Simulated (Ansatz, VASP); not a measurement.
**RbBr in VASP and in Ansatz**

File POSCAR:

```
RbBr
1.0
    4.1279266285     -0.0790497949      0.0000000000
   -0.0790497949      4.1279266285      0.0000000000
    0.0000000000      0.0000000000      4.1279266285
Rb Br
1 1
Direct
    0.0000000000      0.0000000000      0.0000000000
    0.5000000000      0.5000000000      0.5000000000
```

Contents of INCAR.step1:

```
PREC = Accurate ; ENCUT = 520
ISMEAR = 0 ; SIGMA = 0.01
LREAL = F ; LASPH = T
NELM = 80 ; NBANDS = 15
GGA = PE ; ALGO = Normal
EDIFF = 1E-4 ; LWAVE = T
LCHARG = F
```

The input INCAR.step2:

```
PREC = Accurate ; ENCUT = 520
EDIFF = 1E-6 ; ISMEAR = 0
SIGMA = 0.01 ; LREAL = F
LASPH = T ; NELM = 80
ALGO = Normal ; ISIF = 2
LWAVE = F ; LCHARG = F
METAGGA = R2SCAN ; LMIXTAU = T
NBANDS = 15 ; ISTART = 1
```

The input KPOINTS:

```
regular mesh
0
Gamma
  6 6 6
```

Input for Ansatz:

```yaml
crystal:
  lattice:
    - [4.1279266285, -0.0790497949, 0.0]
    - [-0.0790497949, 4.1279266285, 0.0]
    - [0.0, 0.0, 4.1279266285]
  atoms:
    - { symbol: Rb, position: [0.0, 0.0, 0.0] }
    - { symbol: Br, position: [0.5, 0.5, 0.5] }
kpoints:
  mp_grid: { grid: [6, 6, 6] }
  band_path:
    path:
      - [0.0, 0.0, 0.0]
      - [0.0, 0.5, 0.0]
      - [0.5, 0.5, 0.0]
      - [0.5, 0.5, 0.5]
      - [0.0, 0.5, 0.5]
    npoints: 1
hamiltonian:
  xc: r2scan
scf:
  occupations: { method: fixed }
  n_extra_bands: 4
output:
  forces: true
  stress: true
  eigenvalues: true
  write_density: true
  write_potential: true
  elf: true
  volumetric_format: npy
```

Change from the starting cell: shear_xy strain -3.8%.

Alike in both runs: task single point; functional r2SCAN; k mesh 6 × 6 × 6; no spin polarisation.

|  | VASP | Ansatz |
| --- | --- | --- |
| version | VASP 6.6.1 | Ansatz 0.2.0 |
| potentials or method | VASP PAW PBE potentials, release 64 (Rb_sv, Br) | plane waves, PAW |
| plane-wave cutoff (eV) | 520 | 500 |
| occupations | gaussian, width 0.01 eV | fixed |
| valence electrons in the cell | 16 | 16 |

|  | VASP | Ansatz | Ansatz less VASP |
| --- | --- | --- | --- |
| gap on the k mesh at the Fermi level (eV) | 4.83 | 4.83 | -0.003 |
| pressure (GPa) | 0.1 | 0.0 | -0.02 |
| traceless stress, the component that is largest in VASP (GPa) | 0.29 | 0.29 | -0.004 |

VASP's potentials were made for PBE, not for r2SCAN.
